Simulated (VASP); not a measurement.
# Ag2O (Pn-3m) in VASP: notebook, part 2 of 2

VASP 6.6.1. Earlier steps stand in the parts before.

### 3 Single point, PBE

Input file INCAR:

```
SYSTEM = Ag2O
PREC = Accurate ; ENCUT = 600
EDIFF = 1E-6 ; ISMEAR = 0
SIGMA = 0.01 ; LREAL = .FALSE.
LASPH = .TRUE. ; NELM = 120
ALGO = Normal ; ISIF = 2
LWAVE = .FALSE. ; LCHARG = .FALSE.
GGA = PE ; NBANDS = 37
GGA_COMPAT = .FALSE.
```

Input file KPOINTS:

```
Automatic mesh
0
G
  5 5 5
  0 0 0
```

Input file POSCAR:

```
Ag2O
1.0
    4.7180000000      0.0000000000      0.0000000000
    0.0000000000      4.7180000000      0.0000000000
    0.0000000000      0.0000000000      4.7180000000
Ag O
4 2
Direct
    0.2500000000      0.2500000000      0.2500000000
    0.2500000000      0.7500000000      0.7500000000
    0.7500000000      0.7500000000      0.2500000000
    0.7500000000      0.2500000000      0.7500000000
    0.0000000000      0.0000000000      0.0000000000
    0.5000000000      0.5000000000      0.5000000000
```

Potentials or basis: VASP PAW PBE potentials, release 64 (Ag, O).

Run with:

```
cat potpaw_PBE.64/Ag/POTCAR potpaw_PBE.64/O/POTCAR > POTCAR
mpirun -np 1 vasp_std > vasp.out
```

OUTCAR:

```text
SYSTEM = Ag2O
   PREC = Accurate
   ENCUT = 600
   EDIFF = 1E-6
   ISMEAR = 0
   LREAL = .FALSE.
   LASPH = .TRUE.
   NELM = 120
   ISIF = 2
   GGA = PE

 ion  position               nearest neighbor table
   1  0.250  0.250  0.250-   5 2.04   6 2.04   4 3.34   2 3.34   3 3.34   2 3.34   4 3.34   2 3.34
                             3 3.34   2 3.34   3 3.34   4 3.34   4 3.34   3 3.34
   2  0.250  0.750  0.750-   5 2.04   6 2.04   4 3.34   1 3.34   3 3.34   1 3.34   3 3.34   1 3.34
                             4 3.34   1 3.34   3 3.34   4 3.34   3 3.34   4 3.34
   3  0.750  0.750  0.250-   5 2.04   6 2.04   4 3.34   1 3.34   2 3.34   2 3.34   4 3.34   1 3.34
                             4 3.34   4 3.34   1 3.34   2 3.34   2 3.34   1 3.34
   4  0.750  0.250  0.750-   5 2.04   6 2.04   3 3.34   1 3.34   2 3.34   1 3.34   3 3.34   2 3.34
                             3 3.34   3 3.34   1 3.34   2 3.34   1 3.34   2 3.34
   5  0.000  0.000  0.000-   1 2.04   2 2.04   3 2.04   4 2.04
   6  0.500  0.500  0.500-   1 2.04   2 2.04   3 2.04   4 2.04

  LATTYP: Found a simple cubic cell.
 ALAT       =     4.7180000000

  Lattice vectors:

 A1 = (   4.7180000000,   0.0000000000,   0.0000000000)
 A2 = (   0.0000000000,   4.7180000000,   0.0000000000)
 A3 = (   0.0000000000,   0.0000000000,   4.7180000000)

Analysis of symmetry for initial positions (statically):
=====================================================================
 Subroutine PRICEL returns:
 Original cell was already a primitive cell.

 Routine SETGRP: Setting up the symmetry group for a
 simple cubic supercell.

 Subroutine GETGRP returns: Found 48 space group operations
 (whereof 24 operations were pure point group operations)
 out of a pool of 48 trial point group operations.

The static configuration has the point symmetry T_d .
 The point group associated with its full space group is O_h .

Analysis of symmetry for dynamics (positions and initial velocities):
=====================================================================
 Subroutine PRICEL returns:
 Original cell was already a primitive cell.

 Routine SETGRP: Setting up the symmetry group for a
 simple cubic supercell.

 Subroutine GETGRP returns: Found 48 space group operations
 (whereof 24 operations were pure point group operations)
 out of a pool of 48 trial point group operations.

The dynamic configuration has the point symmetry T_d .
 The point group associated with its full space group is O_h .

 Subroutine INISYM returns: Found 48 space group operations
 (whereof 24 operations are pure point group operations),
 and found     1 'primitive' translations

----------------------------------------------------------------------------------------

                                     Primitive cell

  volume of cell :     105.0204

  direct lattice vectors                    reciprocal lattice vectors
     4.718000000  0.000000000  0.000000000     0.211954218  0.000000000  0.000000000
     0.000000000  4.718000000  0.000000000     0.000000000  0.211954218  0.000000000
     0.000000000  0.000000000  4.718000000     0.000000000  0.000000000  0.211954218

  length of vectors
[... 46 lines left out ...]
            Coordinates               Weight
  0.000000  0.000000  0.000000      1.000000
  0.200000  0.000000  0.000000      6.000000
  0.400000  0.000000  0.000000      6.000000
  0.200000  0.200000  0.000000     12.000000
  0.400000  0.200000  0.000000     24.000000
  0.400000  0.400000  0.000000     12.000000
  0.200000  0.200000  0.200000      8.000000
  0.400000  0.200000  0.200000     24.000000
  0.400000  0.400000  0.200000     24.000000
  0.400000  0.400000  0.400000      8.000000
   k-points           NKPTS =     10   k-points in BZ     NKDIM =     10   number of bands    NBANDS=     37
   number of dos      NEDOS =    301   number of ions     NIONS =      6
   total plane-waves  NPLWV =  64000
   dimension x,y,z NGX =    40 NGY =   40 NGZ =   40
   dimension x,y,z NGXF=    80 NGYF=   80 NGZF=   80
   ions per type =               4   2
   NGX,Y,Z   is equivalent  to a cutoff of  14.09, 14.09, 14.09 a.u.
   NGXF,Y,Z  is equivalent  to a cutoff of  28.19, 28.19, 28.19 a.u.
 SYSTEM =  Ag2O
   PREC   = accura    normal or accurate (medium, high low for compatibility)
   ISTART =      0    job   : 0-new  1-cont  2-samecut
   ICHARG =      2    charge: 1-file 2-atom 10-const
   ISPIN  =      1    spin polarized calculation?
   LNONCOLLINEAR =      F non collinear calculations
   LSORBIT =      F    spin-orbit coupling
   LASPH  =      T    aspherical Exc in radial PAW
   ENCUT  =  600.0 eV  44.10 Ry    6.64 a.u.   9.42  9.42  9.42*2*pi/ulx,y,z
   NELM   =    120;   NELMIN=  2; NELMDL= -5     # of ELM steps
   EDIFF  = 0.1E-05   stopping-criterion for ELM
   LREAL  =      F    real-space projection
   EDIFFG = 0.1E-04   stopping-criterion for IOM
   NSW    =      0    number of steps for IOM
   IBRION =     -1    ionic relax: 0-MD 1-quasi-New 2-CG
   NFREE  =      0    steps in history (QN), initial steepest desc. (CG)
   ISIF   =      2    stress and relaxation
   ISYM   =      2    0-nonsym 1-usesym 2-fastsym
   POTIM  = 0.5000    time-step for ionic-motion
   TEBEG  =    0.0;   TEEND  =   0.0 temperature during run
   PSTRESS=    0.0 pullay stress
   NELECT =      56.0000    total number of electrons
   NUPDOWN=      -1.0000    fix difference up-down
   EMIN   =  10.00;   EMAX   =-10.00  energy-range for DOS
   EFERMI =   0.00;   METHOD = LEGACY
   ISMEAR =     0;   SIGMA  =   0.01  broadening in eV -4-tet -1-fermi 0-gaus
   EFERMI_NEDOS =   21; number of points for ismear=-14 and -15
   IALGO  =     38    algorithm
   IMIX   =      4    mixing-type and parameters
     AMIX     =   0.40;   BMIX     =  1.00
     AMIX_MAG =   1.60;   BMIX_MAG =  1.00
  volume/ion in A,a.u.               =      17.50       118.12
  Fermi-wavevector in a.u.,A,eV,Ry     =   1.327536  2.508679 23.978245  1.762351
  Thomas-Fermi vector in A             =   2.456841
   LORBIT       =      0    0 simple, 1 ext, 2 COOP (PROOUT), +10 PAW based schemes
   GGA     = PE    functional components
   LHFCALC =     F    Hartree Fock is set to
   AEXX    =    0.0000 exact exchange contribution
   IVDW    =     0    specifies the selected vdW correction
   LEPSILON=     F    determine dielectric tensor
   LRPA    =     F    only Hartree local field effects (RPA)
 non-spin polarized calculation
 Gauss-broadening in eV      SIGMA  =   0.01
  energy-cutoff  :      600.00
  volume of cell :      105.02
 maximum number of plane-waves:      3524
 NGX is ok and might be reduce to    40
   NGX = 19   NGY = 19   NGZ = 19

 number of electron      56.0000025 magnetization

 Free energy of the ion-electron system (eV)
  ---------------------------------------------------
  ext. energy  EPLUGINS =         0.00000000
  ---------------------------------------------------
  free energy    TOTEN  =       -21.37042834 eV

  energy without entropy =      -21.37042218  energy(sigma->0) =      -21.37042526

 E-fermi :   4.7306     XC(G=0): -10.5404

 val. band max:        4.7112775706   @ k =   0.0000   0.0000   0.0000
 cond. band min:       4.7471463082   @ k =   0.0000   0.0000   0.0000
 fundamental gap:      0.0358687376
 Fermi energy:         4.7305718971

 k-point     1 :       0.0000    0.0000    0.0000
  band No.  band energies     occupation
      1     -14.2124      2.00000
      2     -13.5190      2.00000
      3      -2.1913      2.00000
      4      -2.1913      2.00000
      5      -2.1913      2.00000
      6       0.0474      2.00000
[... 389 lines left out ...]
     36      11.7666      0.00000
     37      16.8833      0.00000

------------------------ aborting loop because EDIFF is reached ----------------------------------------

  FORCE on cell =-STRESS in cart. coord.  units (eV):
  Direction    XX          YY          ZZ          XY          YZ          ZX
  --------------------------------------------------------------------------------------
  -------------------------------------------------------------------------------------
  Total        3.0651412      3.0651412      3.0651412      0.0000000     -0.0000000      0.0000000
  in kB       46.7613728     46.7613728     46.7613728      0.0000000     -0.0000000      0.0000000
  external PRESSURE =      46.7613728 kB  Pullay stress =       0.0000000 kB

 VOLUME and BASIS-vectors are now :
 -----------------------------------------------------------------------------
  energy-cutoff  :      600.00
  volume of cell :      105.02
      direct lattice vectors                 reciprocal lattice vectors
     4.718000000  0.000000000  0.000000000     0.211954218  0.000000000  0.000000000
     0.000000000  4.718000000  0.000000000     0.000000000  0.211954218  0.000000000
     0.000000000  0.000000000  4.718000000     0.000000000  0.000000000  0.211954218

 POSITION                                       TOTAL-FORCE (eV/Angst)
 -----------------------------------------------------------------------------------
      1.17950      1.17950      1.17950         0.000000      0.000000      0.000000
      1.17950      3.53850      3.53850         0.000000     -0.000000     -0.000000
      3.53850      3.53850      1.17950        -0.000000     -0.000000     -0.000000
      3.53850      1.17950      3.53850         0.000000     -0.000000      0.000000
      0.00000      0.00000      0.00000        -0.000000      0.000000      0.000000
      2.35900      2.35900      2.35900        -0.000000      0.000000      0.000000
 -----------------------------------------------------------------------------------
    total drift:                                0.000000     -0.000000     -0.000000

  FREE ENERGIE OF THE ION-ELECTRON SYSTEM (eV)
  ---------------------------------------------------
  free  energy   TOTEN  =       -21.3704283432 eV

  energy  without entropy=      -21.3704221770  energy(sigma->0) =      -21.37042526
```

Wall time 41 s (1 thread of Intel Xeon Platinum 8259CL at 2.50GHz (Skylake/Cascade Lake), shared host); peak memory 0.25 GiB.

Results:

```
Free energy            : -21.3704 eV
Pressure               : 4.7 GPa
Band gap on the k mesh : 0.04 eV, direct
```

A k mesh can miss the band edges.

### 4 Single point, PBE

Input file INCAR:

```
SYSTEM = Ag2O
PREC = Accurate ; ENCUT = 600
EDIFF = 1E-6 ; ISMEAR = 0
SIGMA = 0.01 ; LREAL = .False.
LASPH = .True. ; NELM = 120
ALGO = Normal ; ISIF = 2
LWAVE = .False. ; LCHARG = .False.
GGA = PE ; NBANDS = 37
GGA_COMPAT = .False.
```

Input file KPOINTS:

```
Automatic mesh
0
Gamma
  6 6 6
  0 0 0
```

POSCAR is that of step 3.

Run with:

```
cat potpaw_PBE.64/Ag/POTCAR potpaw_PBE.64/O/POTCAR > POTCAR
mpirun -np 1 vasp_std > vasp.out
```

Run time: 76 s. Hardware: 1 thread of Intel Xeon Platinum 8259CL at 2.50GHz (Skylake/Cascade Lake), shared host; peak memory 0.27 GiB.

The run converged. Its results:

```
Free energy            : -21.3711 eV
Pressure               : 4.7 GPa
Band gap on the k mesh : 0.04 eV, direct
```

Levels at points of the mesh, in eV from the valence-band top:
| k point | band 24 | band 25 | band 26 | band 27 | band 28 | band 29 | band 30 | band 31 | band 32 | band 33 |
| --- | --- | --- | --- | --- | --- | --- | --- | --- | --- | --- |
| (0.00, 0.00, 0.00) | -2.66 | -2.66 | 0.00 | 0.00 | 0.00 | 0.04 | 2.02 | 2.02 | 7.30 | 7.30 |
| (0.50, 0.00, 0.00) | -2.65 | -1.63 | -1.63 | -0.48 | -0.48 | 2.09 | 2.09 | 4.75 | 4.75 | 6.96 |
| (0.50, 0.50, 0.00) | -2.00 | -1.64 | -1.64 | -0.83 | -0.83 | 2.10 | 2.10 | 3.75 | 3.75 | 6.81 |
| (0.50, 0.50, 0.50) | -2.74 | -1.76 | -0.70 | -0.70 | -0.70 | 2.56 | 2.56 | 2.56 | 4.89 | 4.89 |

### 5 The runs side by side

```csv
k mesh,gap on the mesh (eV),pressure (GPa)
4 × 4 × 4,0.04,4.7
5 × 5 × 5,0.04,4.7
6 × 6 × 6,0.04,4.7
```

Alike in all rows: task single point; level PBE; potentials or basis VASP PAW PBE potentials, release 64 (Ag, O); no spin polarisation; cell as given; cutoff (eV) 600; smearing gaussian 0.01 eV.

On the cell as given the gap runs from 0.04 eV (PBE) to 0.04 eV (PBE); the meshes differ, which moves gaps too.

Absolute energies hang on the potentials; compare differences alone.
